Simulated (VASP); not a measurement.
# MoSe (Fm-3m) in VASP: a series of runs

Aim: see how the results for MoSe move with the level of theory and the settings. Levels: PBE-based screened hybrid with 10 % exact exchange, PBE-based screened hybrid with 15 % exact exchange. Tasks: single point.

Program: VASP 6.6.1. These are calculated values, not measurements. Logs are shortened: lines on timing, memory, paths and dates and some standing lists are left out, and cuts for length are marked.

**1. The cell of the first run**

Symmetry: Fm-3m, No. 225, cubic system. Conventional cell: a = 5.786 Å, b = 5.786 Å, c = 5.786 Å, α = 90.00°, β = 90.00°, γ = 90.00°. Within 3.8 Å of Mo (site symmetry m-3m) lie 6 Se at 2.89 Å. Within 3.8 Å of Se (site symmetry m-3m) lie 6 Mo at 2.89 Å.

**2. Single point, PBE-based screened hybrid with 10 % exact exchange**

File POSCAR:

```
MoSe
1.0
    0.0000000000      2.8928795100      2.8928795100
    2.8928795100      0.0000000000      2.8928795100
    2.8928795100      2.8928795100      0.0000000000
Mo Se
1 1
Direct
    0.0000000000      0.0000000000      0.0000000000
    0.5000000000      0.5000000000      0.5000000000
```

File INCAR.step1:

```
ALGO = Normal
EDIFF = 1E-5
ENCUT = 520
GGA = PE
ISIF = 2
ISMEAR = -1
LASPH = True
LCHARG = False
LREAL = False
LWAVE = True
NBANDS = 17
NELM = 80
PREC = Accurate
SIGMA = 0.05
```

File INCAR.step2:

```
AEXX = 0.1
ALGO = Normal
EDIFF = 1E-6
ENCUT = 520
GGA = PE
HFSCREEN = 0.2
ISIF = 2
ISMEAR = -1
ISTART = 1
LASPH = True
LCHARG = False
LHFCALC = True
LREAL = False
LWAVE = False
NBANDS = 17
NELM = 80
PREC = Accurate
PRECFOCK = Normal
SIGMA = 0.05
```

File KPOINTS:

```
k-points
0
Gamma
  4 4 4
```

Potentials or basis: VASP PAW PBE potentials, release 64 (Mo_sv, Se).

Started as:

```sh
cat potpaw_PBE.64/Mo_sv/POTCAR potpaw_PBE.64/Se/POTCAR > POTCAR
cp INCAR.step1 INCAR
mpirun -np 1 vasp_std > vasp.out
cp INCAR.step2 INCAR
mpirun -np 1 vasp_std > vasp.out
```

OUTCAR:

```text
AEXX = 0.1
   EDIFF = 1E-6
   ENCUT = 520
   GGA = PE
   HFSCREEN = 0.2
   ISIF = 2
   ISMEAR = -1
   ISTART = 1
   LASPH = True
   LHFCALC = True
   LREAL = False
   NELM = 80
   PREC = Accurate
   PRECFOCK = Normal

 ion  position               nearest neighbor table
   1  0.000  0.000  0.000-   2 2.89   2 2.89   2 2.89   2 2.89   2 2.89   2 2.89
   2  0.500  0.500  0.500-   1 2.89   1 2.89   1 2.89   1 2.89   1 2.89   1 2.89

  LATTYP: Found a face centered cubic cell.
 ALAT       =     5.7857590200

  Lattice vectors:

 A1 = (   0.0000000000,   2.8928795100,   2.8928795100)
 A2 = (   2.8928795100,   0.0000000000,   2.8928795100)
 A3 = (   2.8928795100,   2.8928795100,   0.0000000000)

Analysis of symmetry for initial positions (statically):
=====================================================================
 Subroutine PRICEL returns:
 Original cell was already a primitive cell.

 Routine SETGRP: Setting up the symmetry group for a
 face centered cubic supercell.

 Subroutine GETGRP returns: Found 48 space group operations
 (whereof 48 operations were pure point group operations)
 out of a pool of 48 trial point group operations.

The static configuration has the point symmetry O_h .

Analysis of symmetry for dynamics (positions and initial velocities):
=====================================================================
 Subroutine PRICEL returns:
 Original cell was already a primitive cell.

 Routine SETGRP: Setting up the symmetry group for a
 face centered cubic supercell.

 Subroutine GETGRP returns: Found 48 space group operations
 (whereof 48 operations were pure point group operations)
 out of a pool of 48 trial point group operations.

The dynamic configuration has the point symmetry O_h .

 Subroutine INISYM returns: Found 48 space group operations
 (whereof 48 operations are pure point group operations),
 and found     1 'primitive' translations

----------------------------------------------------------------------------------------

                                     Primitive cell

  volume of cell :      48.4196

  direct lattice vectors                    reciprocal lattice vectors
     0.000000000  2.892879510  2.892879510    -0.172838170  0.172838170  0.172838170
     2.892879510  0.000000000  2.892879510     0.172838170 -0.172838170  0.172838170
     2.892879510  2.892879510  0.000000000     0.172838170  0.172838170 -0.172838170

  length of vectors
     4.091149437  4.091149437  4.091149437     0.299364492  0.299364492  0.299364492

  position of ions in fractional coordinates (direct lattice)
     0.000000000  0.000000000  0.000000000
     0.500000000  0.500000000  0.500000000

  ion indices of the primitive-cell ions
   primitive index   ion index
                 1           1
                 2           2

----------------------------------------------------------------------------------------

 KPOINTS: k-points

Automatic generation of k-mesh.
 Grid dimensions read from file:
 generate k-points for:    4    4    4

 Generating k-lattice:

  Cartesian coordinates                     Fractional coordinates (reciprocal lattice)
    -0.043209542  0.043209542  0.043209542     0.250000000  0.000000000  0.000000000
     0.043209542 -0.043209542  0.043209542     0.000000000  0.250000000  0.000000000
     0.043209542  0.043209542 -0.043209542     0.000000000  0.000000000  0.250000000

  Length of vectors
     0.074841123  0.074841123  0.074841123

  Shift w.r.t. Gamma in fractional coordinates (k-lattice)
     0.000000000  0.000000000  0.000000000

 Subroutine IBZKPT returns following result:
 ===========================================

 Found      8 irreducible k-points:

 Following reciprocal coordinates:
            Coordinates               Weight
  0.000000  0.000000  0.000000      1.000000
  0.250000  0.000000  0.000000      8.000000
  0.500000  0.000000  0.000000      4.000000
  0.250000  0.250000  0.000000      6.000000
  0.500000  0.250000  0.000000     24.000000
 -0.250000  0.250000  0.000000     12.000000
  0.500000  0.500000  0.000000      3.000000
 -0.250000  0.500000  0.250000      6.000000
   k-points           NKPTS =      8   k-points in BZ     NKDIM =     64   number of bands    NBANDS=     17
   number of dos      NEDOS =    301   number of ions     NIONS =      2
   total plane-waves  NPLWV =  27000
   dimension x,y,z NGX =    30 NGY =   30 NGZ =   30
   dimension x,y,z NGXF=    60 NGYF=   60 NGZF=   60
   ions per type =               1   1
   NGX,Y,Z   is equivalent  to a cutoff of  12.19, 12.19, 12.19 a.u.
   NGXF,Y,Z  is equivalent  to a cutoff of  24.38, 24.38, 24.38 a.u.
 SYSTEM =  unknown system
   PREC   = accura    normal or accurate (medium, high low for compatibility)
   ISTART =      1    job   : 0-new  1-cont  2-samecut
   ICHARG =      0    charge: 1-file 2-atom 10-const
   ISPIN  =      1    spin polarized calculation?
   LNONCOLLINEAR =      F non collinear calculations
   LSORBIT =      F    spin-orbit coupling
   LASPH  =      T    aspherical Exc in radial PAW
   ENCUT  =  520.0 eV  38.22 Ry    6.18 a.u.   7.61  7.61  7.61*2*pi/ulx,y,z
   NELM   =     80;   NELMIN=  2; NELMDL=  0     # of ELM steps
   EDIFF  = 0.1E-05   stopping-criterion for ELM
   LREAL  =      F    real-space projection
   EDIFFG = 0.1E-04   stopping-criterion for IOM
   NSW    =      0    number of steps for IOM
   IBRION =     -1    ionic relax: 0-MD 1-quasi-New 2-CG
   NFREE  =      0    steps in history (QN), initial steepest desc. (CG)
   ISIF   =      2    stress and relaxation
   ISYM   =      3    0-nonsym 1-usesym 2-fastsym
   POTIM  = 0.5000    time-step for ionic-motion
   TEBEG  =    0.0;   TEEND  =   0.0 temperature during run
   PSTRESS=    0.0 pullay stress
   NELECT =      20.0000    total number of electrons
   NUPDOWN=      -1.0000    fix difference up-down
   EMIN   =  10.00;   EMAX   =-10.00  energy-range for DOS
   EFERMI =   0.00;   METHOD = LEGACY
   ISMEAR =    -1;   SIGMA  =   0.05  broadening in eV -4-tet -1-fermi 0-gaus
   EFERMI_NEDOS =   21; number of points for ismear=-14 and -15
   IALGO  =     38    algorithm
   IMIX   =      1    mixing-type and parameters
     AMIX     =   0.40;   BMIX     =  1.00
     AMIX_MAG =   1.60;   BMIX_MAG =  1.00
  volume/ion in A,a.u.               =      24.21       163.38
  Fermi-wavevector in a.u.,A,eV,Ry     =   1.219208  2.303969 20.224628  1.486468
  Thomas-Fermi vector in A             =   2.354468
   LORBIT       =      0    0 simple, 1 ext, 2 COOP (PROOUT), +10 PAW based schemes
   GGA     = PE    functional components
   LHFCALC =     T    Hartree Fock is set to
   PRECFOCK=normal    Normal, Fast or Accurate (Low or Medium for compatibility)
   ENCUT4O =  -1.0   cutoff for four orbital integrals eV
   NKREDX  =     1    reduce k-point grid by
   NKREDY  =     1    reduce k-point grid by
   NKREDZ  =     1    reduce k-point grid by
   AEXX    =    0.1000 exact exchange contribution
   HFSCREEN=    0.2000 screening length (either q_TF or 0.3 A-1)
   HFSCREENC=   0.2000 screening length for correlation (either q_TF or 0.3 A-1)
   ENCUTFOCK=  -1.0 apply spherical cutoff to Coloumb kernel
   IVDW    =     0    specifies the selected vdW correction
   LEPSILON=     F    determine dielectric tensor
   LRPA    =     F    only Hartree local field effects (RPA)
 non-spin polarized calculation
  energy-cutoff  :      520.00
  volume of cell :       48.42
 maximum number of plane-waves:      1323
  NGX = 24; NGY = 24; NGZ = 24

 number of electron      20.0000001 magnetization

 Free energy of the ion-electron system (eV)
  ---------------------------------------------------
  ext. energy  EPLUGINS =         0.00000000
  ---------------------------------------------------
  free energy    TOTEN  =       -13.12981361 eV

  energy without entropy =      -13.08184278  energy(sigma->0) =      -13.10582820

 E-fermi :   5.9496     XC(G=0):  -9.5497

 val. band max:        5.8135782585   @ k =  -0.2500   0.2500   0.0000
 cond. band min:       5.9563347269   @ k =   0.5000   0.2500   0.0000
 fundamental gap:      0.1427564684
 Fermi energy:         5.9496331797

 k-point     1 :       0.0000    0.0000    0.0000
  band No.  band energies     occupation
      1     -57.0990      2.00000
      2     -30.5913      2.00000
      3     -30.5913      2.00000
      4     -30.5913      2.00000
      5      -8.9798      2.00000
      6       3.6859      2.00000
[... 9 lines left out ...]
     16      16.2603      0.00000
     17      16.2603      0.00000

 k-point     2 :       0.2500    0.0000    0.0000
  band No.  band energies     occupation
      1     -57.0983      2.00000
      2     -30.6079      2.00000
      3     -30.5937      2.00000
      4     -30.5937      2.00000
      5      -8.6097      2.00000
      6       1.0881      2.00000
[... 9 lines left out ...]
     16      14.0750      0.00000
     17      14.0750      0.00000

 k-point     3 :       0.5000    0.0000    0.0000
  band No.  band energies     occupation
      1     -57.0975      2.00000
      2     -30.6245      2.00000
      3     -30.5962      2.00000
      4     -30.5962      2.00000
      5      -8.1755      2.00000
      6      -0.4207      2.00000
[... 9 lines left out ...]
     16      11.8719      0.00000
     17      14.2115      0.00000

 k-point     4 :       0.2500    0.2500    0.0000
  band No.  band energies     occupation
      1     -57.0980      2.00000
      2     -30.6059      2.00000
      3     -30.5984      2.00000
      4     -30.5984      2.00000
      5      -8.5588      2.00000
      6       0.8482      2.00000
[... 9 lines left out ...]
     16      13.9988      0.00000
     17      14.8256      0.00000

 k-point     5 :       0.5000    0.2500    0.0000
  band No.  band energies     occupation
      1     -57.0973      2.00000
      2     -30.6186      2.00000
      3     -30.6048      2.00000
      4     -30.6011      2.00000
      5      -8.2235      2.00000
      6       0.3710      2.00000
[... 9 lines left out ...]
     16      13.8809      0.00000
     17      14.3741      0.00000

 k-point     6 :      -0.2500    0.2500    0.0000
  band No.  band energies     occupation
      1     -57.0976      2.00000
      2     -30.6152      2.00000
      3     -30.6055      2.00000
      4     -30.5963      2.00000
      5      -8.2772      2.00000
      6       0.2738      2.00000
[... 9 lines left out ...]
     16      12.7262      0.00000
     17      13.1392      0.00000

 k-point     7 :       0.5000    0.5000    0.0000
  band No.  band energies     occupation
      1     -57.0970      2.00000
      2     -30.6208      2.00000
      3     -30.6058      2.00000
      4     -30.6058      2.00000
      5      -8.2662      2.00000
      6       0.7188      2.00000
[... 9 lines left out ...]
     16      14.7457      0.00000
     17      17.1035      0.00000

 k-point     8 :      -0.2500    0.5000    0.2500
  band No.  band energies     occupation
      1     -57.0971      2.00000
      2     -30.6131      2.00000
      3     -30.6131      2.00000
      4     -30.6057      2.00000
      5      -8.1724      2.00000
      6       1.2166      2.00000
[... 9 lines left out ...]
     16      13.2962      0.00000
     17      13.2962      0.00000

------------------------ aborting loop because EDIFF is reached ----------------------------------------

  FORCE on cell =-STRESS in cart. coord.  units (eV):
  Direction    XX          YY          ZZ          XY          YZ          ZX
  --------------------------------------------------------------------------------------
  -------------------------------------------------------------------------------------
  Total       -6.7031290     -6.7031290     -6.7031290      0.0000000      0.0000000      0.0000000
  in kB     -221.8028535   -221.8028535   -221.8028535      0.0000000      0.0000000      0.0000000
  external PRESSURE =    -221.8028535 kB  Pullay stress =       0.0000000 kB

 VOLUME and BASIS-vectors are now :
 -----------------------------------------------------------------------------
  energy-cutoff  :      520.00
  volume of cell :       48.42
      direct lattice vectors                 reciprocal lattice vectors
     0.000000000  2.892879510  2.892879510    -0.172838170  0.172838170  0.172838170
     2.892879510  0.000000000  2.892879510     0.172838170 -0.172838170  0.172838170
     2.892879510  2.892879510  0.000000000     0.172838170  0.172838170 -0.172838170

 POSITION                                       TOTAL-FORCE (eV/Angst)
 -----------------------------------------------------------------------------------
      0.00000      0.00000      0.00000        -0.000000      0.000000     -0.000000
      2.89288      2.89288      2.89288         0.000000     -0.000000      0.000000
 -----------------------------------------------------------------------------------
    total drift:                                0.000000      0.000000      0.000000

  FREE ENERGIE OF THE ION-ELECTRON SYSTEM (eV)
  ---------------------------------------------------
  free  energy   TOTEN  =       -13.1298136139 eV

  energy  without entropy=      -13.0818427809  energy(sigma->0) =      -13.10582820
```

It took 4.3 min on 1 thread of Intel Xeon 6975P-C (Granite Rapids), shared host; peak memory 0.27 GiB.

What came out:

```
Free energy            : -13.1298 eV
Pressure               : -22.2 GPa
Band gap on the k mesh : zero (bands 10 and 11 overlap by 1.33 eV)
```

Caveat: the k points lie up to 0.47 Å⁻¹ apart, too coarse for converged energies and pressures of a metal; the PAW data sets were made with another functional, which shifts forces and pressure a little.

(Part 1 of 2 ends here.)

The gap in the log of VASP goes by the Fermi energy; the results here count the filled bands.